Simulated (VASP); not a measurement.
# VBiO4 (I4_1/amd) in VASP: electric field gradients with PBE

Aim: the electric field gradients of VBiO4 with PBE.

Everything below comes from runs of VASP 6.6.1. Logs are shortened: lines on timing, memory, paths and dates and some standing lists are left out, and cuts for length are marked.

### 1 The cell of the first run

It takes space group I4_1/amd (No. 141, tetragonal). Conventional cell: a = 7.303 Å, b = 7.303 Å, c = 6.584 Å, α = 90.00°, β = 90.00°, γ = 90.00°. Within 2.3 Å of V (site symmetry -4m2) lie 4 O at 1.73 Å. Bi (site symmetry -4m2) has 8 O at 2.39 to 2.56 Å within 3.2 Å. O (site symmetry m) has 1 V at 1.73 Å within 2.3 Å.

### 2 Electric field gradients, PBE

INCAR

```
  PREC = Accurate
  ENCUT = 520
  EDIFF = 1E-8
  ISMEAR = -1
  SIGMA = 0.15
  LREAL = False
  LASPH = True
  NELM = 60
  ALGO = Normal
  ISIF = 2
  LWAVE = False
  LCHARG = False
  GGA = PE
  LEFG = True
  NBANDS = 64
```

KPOINTS

```
regular mesh
0
Gamma
  4 4 4
```

POSCAR

```
VBiO4
1.0
   -3.6515000000      3.6515000000      3.2920000000
    3.6515000000     -3.6515000000      3.2920000000
    3.6515000000      3.6515000000     -3.2920000000
V Bi O
2 2 8
Direct
    0.5000000000      0.5000000000      0.0000000000
    0.2500000000      0.7500000000      0.5000000000
    0.7500000000      0.2500000000      0.5000000000
    0.0000000000      0.0000000000      0.0000000000
    0.1508117925      0.3324979492      0.8183138433
    0.0824979492      0.7641841059      0.6816861567
    0.5141841059      0.3324979492      0.1816861567
    0.0824979492      0.4008117925      0.3183138433
    0.5991882075      0.9175020508      0.6816861567
    0.6675020508      0.8491882075      0.1816861567
    0.2358158941      0.9175020508      0.3183138433
    0.6675020508      0.4858158941      0.8183138433
```

Potentials or basis: VASP PAW PBE potentials, release 64 (V_sv, Bi_d, O).

Launch:

```bash
> cat potpaw_PBE.64/V_sv/POTCAR potpaw_PBE.64/Bi_d/POTCAR potpaw_PBE.64/O/POTCAR > POTCAR
> mpirun -np 1 vasp_std > vasp.out
```

OUTCAR:

```text
PREC = Accurate
   ENCUT = 520
   EDIFF = 1E-8
   ISMEAR = -1
   LREAL = False
   LASPH = True
   NELM = 60
   ISIF = 2
   GGA = PE

 ion  position               nearest neighbor table
   1  0.500  0.500  0.000-   5 1.73  10 1.73   7 1.73  12 1.73   4 3.29   4 3.29
   2  0.250  0.750  0.500-   8 1.73   9 1.73   6 1.73  11 1.73   3 3.29   3 3.29
   3  0.750  0.250  0.500-   7 2.39  12 2.39  10 2.39   5 2.39   6 2.56  11 2.56   9 2.56   8 2.56
                             2 3.29   2 3.29
   4  0.000  0.000  0.000-   6 2.39  11 2.39   9 2.39   8 2.39   7 2.56  12 2.56   5 2.56  10 2.56
                             1 3.29   1 3.29
   5  0.151  0.332  0.818-   1 1.73   3 2.39   4 2.56
   6  0.082  0.764  0.682-   2 1.73   4 2.39   3 2.56
   7  0.514  0.332  0.182-   1 1.73   3 2.39   4 2.56
   8  0.082  0.401  0.318-   2 1.73   4 2.39   3 2.56
   9  0.599  0.918  0.682-   2 1.73   4 2.39   3 2.56
  10  0.668  0.849  0.182-   1 1.73   3 2.39   4 2.56
  11  0.236  0.918  0.318-   2 1.73   4 2.39   3 2.56
  12  0.668  0.486  0.818-   1 1.73   3 2.39   4 2.56

  LATTYP: Found a body centered tetragonal cell.
 ALAT       =     7.3030000000
 C/A-ratio  =     0.9015473093

  Lattice vectors:

 A1 = (  -3.6515000000,   3.6515000000,   3.2920000000)
 A2 = (   3.6515000000,  -3.6515000000,   3.2920000000)
 A3 = (   3.6515000000,   3.6515000000,  -3.2920000000)

Analysis of symmetry for initial positions (statically):
=====================================================================
 Subroutine PRICEL returns:
 Original cell was already a primitive cell.

 Routine SETGRP: Setting up the symmetry group for a
 body centered tetragonal supercell.

 Subroutine GETGRP returns: Found 16 space group operations
 (whereof  8 operations were pure point group operations)
 out of a pool of 16 trial point group operations.

The static configuration has the point symmetry D_2d.
 The point group associated with its full space group is D_4h.

Analysis of symmetry for dynamics (positions and initial velocities):
=====================================================================
 Subroutine PRICEL returns:
 Original cell was already a primitive cell.

 Routine SETGRP: Setting up the symmetry group for a
 body centered tetragonal supercell.

 Subroutine GETGRP returns: Found 16 space group operations
 (whereof  8 operations were pure point group operations)
 out of a pool of 16 trial point group operations.

The dynamic configuration has the point symmetry D_2d.
 The point group associated with its full space group is D_4h.

 Subroutine INISYM returns: Found 16 space group operations
 (whereof  8 operations are pure point group operations),
 and found     1 'primitive' translations

----------------------------------------------------------------------------------------

                                     Primitive cell

  volume of cell :     175.5749

  direct lattice vectors                    reciprocal lattice vectors
    -3.651500000  3.651500000  3.292000000     0.000000000  0.136930029  0.151883354
     3.651500000 -3.651500000  3.292000000     0.136930029  0.000000000  0.151883354
     3.651500000  3.651500000 -3.292000000     0.136930029  0.136930029  0.000000000

  length of vectors
     6.124064704  6.124064704  6.124064704     0.204495442  0.204495442  0.193648304

  position of ions in fractional coordinates (direct lattice)
     0.500000000  0.500000000  0.000000000
     0.250000000  0.750000000  0.500000000
     0.750000000  0.250000000  0.500000000
     0.000000000  0.000000000  0.000000000
     0.150811793  0.332497949  0.818313843
     0.082497949  0.764184106  0.681686157
     0.514184106  0.332497949  0.181686157
     0.082497949  0.400811793  0.318313843
     0.599188207  0.917502051  0.681686157
     0.667502051  0.849188207  0.181686157
     0.235815894  0.917502051  0.318313843
     0.667502051  0.485815894  0.818313843

  ion indices of the primitive-cell ions
[... 96 lines left out ...]
  Thomas-Fermi vector in A             =   2.500267
   LORBIT       =      0    0 simple, 1 ext, 2 COOP (PROOUT), +10 PAW based schemes
   GGA     = PE    functional components
   LHFCALC =     F    Hartree Fock is set to
   AEXX    =    0.0000 exact exchange contribution
   IVDW    =     0    specifies the selected vdW correction
   LEPSILON=     F    determine dielectric tensor
   LRPA    =     F    only Hartree local field effects (RPA)
 non-spin polarized calculation
  energy-cutoff  :      520.00
  volume of cell :      175.57
 maximum number of plane-waves:      4748
 NGX is ok and might be reduce to    48
   NGX = 23   NGY = 23   NGZ = 23

 number of electron     104.0000002 magnetization

 Free energy of the ion-electron system (eV)
  ---------------------------------------------------
  ext. energy  EPLUGINS =         0.00000000
  ---------------------------------------------------
  free energy    TOTEN  =       -89.26621440 eV

  energy without entropy =      -89.26591314  energy(sigma->0) =      -89.26606377

 E-fermi :   4.2124     XC(G=0):  -9.9894

 val. band max:        2.7882173369   @ k =   0.5000   0.0000   0.0000
 cond. band min:       5.5766139445   @ k =   0.5000   0.0000   0.0000
 fundamental gap:      2.7883966076
 Fermi energy:         4.2123799978

 k-point     1 :       0.0000    0.0000    0.0000
  band No.  band energies     occupation
      1     -60.9601      2.00000
      2     -60.9597      2.00000
      3     -35.0014      2.00000
      4     -35.0013      2.00000
      5     -34.8649      2.00000
      6     -34.8649      2.00000
[... 860 lines left out ...]
     63       9.1686      0.00000
     64       9.1686      0.00000

------------------------ aborting loop because EDIFF is reached ----------------------------------------

  FORCE on cell =-STRESS in cart. coord.  units (eV):
  Direction    XX          YY          ZZ          XY          YZ          ZX
  --------------------------------------------------------------------------------------
  -------------------------------------------------------------------------------------
  Total        2.1649477      2.1649477     -1.4622761      0.0000000     -0.0000000      0.0000000
  in kB       19.7558430     19.7558430    -13.3437392      0.0000000     -0.0000000      0.0000000
  external PRESSURE =       8.7226489 kB  Pullay stress =       0.0000000 kB

 VOLUME and BASIS-vectors are now :
 -----------------------------------------------------------------------------
  energy-cutoff  :      520.00
  volume of cell :      175.57
      direct lattice vectors                 reciprocal lattice vectors
    -3.651500000  3.651500000  3.292000000     0.000000000  0.136930029  0.151883354
     3.651500000 -3.651500000  3.292000000     0.136930029  0.000000000  0.151883354
     3.651500000  3.651500000 -3.292000000     0.136930029  0.136930029  0.000000000

 POSITION                                       TOTAL-FORCE (eV/Angst)
 -----------------------------------------------------------------------------------
      0.00000      0.00000      3.29200         0.000000     -0.000000     -0.000000
      3.65150      0.00000      1.64600        -0.000000     -0.000000     -0.000000
      0.00000      3.65150      1.64600         0.000000     -0.000000     -0.000000
      0.00000      0.00000      0.00000        -0.000000     -0.000000     -0.000000
      3.65150      2.32465     -1.10283         0.000000     -0.111755     -0.095683
      4.97835      0.00000      0.54317         0.111755     -0.000000     -0.095683
      0.00000      1.32685      2.18917        -0.000000      0.111755     -0.095683
      2.32465     -0.00000      0.54317        -0.111755     -0.000000     -0.095683
      3.65150      1.32685      2.74883        -0.000000      0.111755      0.095683
      1.32685      0.00000      4.39483         0.111755      0.000000      0.095683
      3.65150     -1.32685      2.74883         0.000000     -0.111755      0.095683
      2.32465      3.65150      1.10283        -0.111755      0.000000      0.095683
 -----------------------------------------------------------------------------------
    total drift:                                0.000000     -0.000000      0.000000

  FREE ENERGIE OF THE ION-ELECTRON SYSTEM (eV)
  ---------------------------------------------------
  free  energy   TOTEN  =       -89.2662143951 eV

  energy  without entropy=      -89.2659131362  energy(sigma->0) =      -89.26606377

 Electric field gradients (V/A^2)
---------------------------------------------------------------------
 ion       V_xx      V_yy      V_zz      V_xy      V_xz      V_yz
---------------------------------------------------------------------
   1      16.289    16.289   -32.578     0.003     0.003     0.003
   2      16.289    16.289   -32.578     0.003     0.003     0.003
   3     -63.586   -63.586   127.171     0.000     0.000     0.000
   4     -63.586   -63.586   127.171     0.000     0.000     0.000
   5     -33.822    23.777    10.045    -0.001     0.000     6.363
   6      23.777   -33.822    10.045    -0.001    -6.364     0.001
   7     -33.822    23.777    10.045    -0.001     0.001    -6.364
   8      23.777   -33.822    10.045    -0.001     6.363     0.000
   9     -33.822    23.777    10.045    -0.001     0.000     6.363
  10      23.777   -33.822    10.045    -0.001     6.363     0.000
  11     -33.822    23.777    10.045    -0.001     0.001    -6.364
  12      23.777   -33.822    10.045    -0.001    -6.364     0.001
---------------------------------------------------------------------

 Electric field gradients after diagonalization (V/A^2)
 (convention: |V_zz| > |V_xx| > |V_yy|)
----------------------------------------------------------------------
 ion       V_xx      V_yy      V_zz     asymmetry (V_yy - V_xx)/ V_zz
----------------------------------------------------------------------
   1      16.292    16.286   -32.578       0.000
   2      16.292    16.286   -32.578       0.000
   3     -63.586   -63.585   127.171       0.000
   4     -63.586   -63.585   127.171       0.000
   5      26.272     7.550   -33.822       0.554
   6      26.273     7.549   -33.822       0.554
   7      26.273     7.549   -33.822       0.554
   8      26.272     7.550   -33.822       0.554
   9      26.272     7.550   -33.822       0.554
  10      26.272     7.550   -33.822       0.554
  11      26.273     7.549   -33.822       0.554
  12      26.273     7.549   -33.822       0.554
----------------------------------------------------------------------

           NMR quadrupolar parameters

 Cq : quadrupolar parameter    Cq=e*Q*V_zz/h
 eta: asymmetry parameters     (V_yy - V_xx)/ V_zz
 Q  : nuclear electric quadrupole moment in mb (millibarn)
----------------------------------------------------------------------
 ion       Cq(MHz)       eta       Q (mb)
----------------------------------------------------------------------
   1      -0.079       0.000       1.000
   2      -0.079       0.000       1.000
   3       0.307       0.000       1.000
   4       0.307       0.000       1.000
   5      -0.082       0.554       1.000
   6      -0.082       0.554       1.000
   7      -0.082       0.554       1.000
   8      -0.082       0.554       1.000
   9      -0.082       0.554       1.000
  10      -0.082       0.554       1.000
  11      -0.082       0.554       1.000
  12      -0.082       0.554       1.000
----------------------------------------------------------------------
```

Run time: 3.6 min. Hardware: 1 thread of AMD EPYC 7R13 (Zen 3), shared host; peak memory 0.35 GiB.

What came out:

```yaml
Free_energy: -89.2662 eV
Pressure: 0.9 GPa
Largest_force: 0.147 eV/Å
Band_gap_on_the_k_mesh: 2.79 eV, direct
```

Forces on the atoms (eV/Å):
```
V    0.000  0.000  0.000
V    0.000  0.000  0.000
Bi   0.000  0.000  0.000
Bi   0.000  0.000  0.000
O    0.000 -0.112 -0.096
O    0.112  0.000 -0.096
O    0.000  0.112 -0.096
O   -0.112  0.000 -0.096
O    0.000  0.112  0.096
O    0.112  0.000  0.096
O    0.000 -0.112  0.096
O   -0.112  0.000  0.096
```

Stress tensor (GPa, compression positive):
```
 1.98  0.00  0.00
 0.00  1.98  0.00
 0.00  0.00 -1.33
```

Levels at points of the mesh, in eV from the valence-band top:
| k point | band 50 | band 51 | band 52 | band 53 | band 54 | band 55 |
| --- | --- | --- | --- | --- | --- | --- |
| (0.00, 0.00, 0.00) | -0.45 | -0.45 | -0.20 | 3.19 | 3.73 | 3.73 |
| (0.50, 0.00, 0.00) | -0.55 | -0.35 | 0.00 | 2.79 | 3.31 | 3.41 |
| (0.50, 0.50, 0.00) | -0.51 | -0.35 | -0.35 | 3.35 | 3.35 | 3.65 |
| (0.50, 0.50, 0.50) | -0.70 | -0.54 | -0.54 | 3.49 | 3.49 | 3.62 |

Electric field gradients, principal values (V/Å²):
| atom | least | middle | greatest (by size) |
| --- | --- | --- | --- |
| 1 V | 16.286 | 16.292 | -32.578 |
| 2 V | 16.286 | 16.292 | -32.578 |
| 3 Bi | -63.585 | -63.586 | 127.171 |
| 4 Bi | -63.585 | -63.586 | 127.171 |
| 5 O | 7.550 | 26.272 | -33.822 |
| 6 O | 7.549 | 26.273 | -33.822 |
| 7 O | 7.549 | 26.273 | -33.822 |
| 8 O | 7.550 | 26.272 | -33.822 |
| 9 O | 7.550 | 26.272 | -33.822 |
| 10 O | 7.550 | 26.272 | -33.822 |
| 11 O | 7.549 | 26.273 | -33.822 |
| 12 O | 7.549 | 26.273 | -33.822 |

Caveat: without QUAD_EFG the Cq values of the log hold for a quadrupole moment of 1 mb, not for the nuclei; spin-orbit coupling is left out, which moves the levels of the heavy elements. A k mesh can miss the band edges.
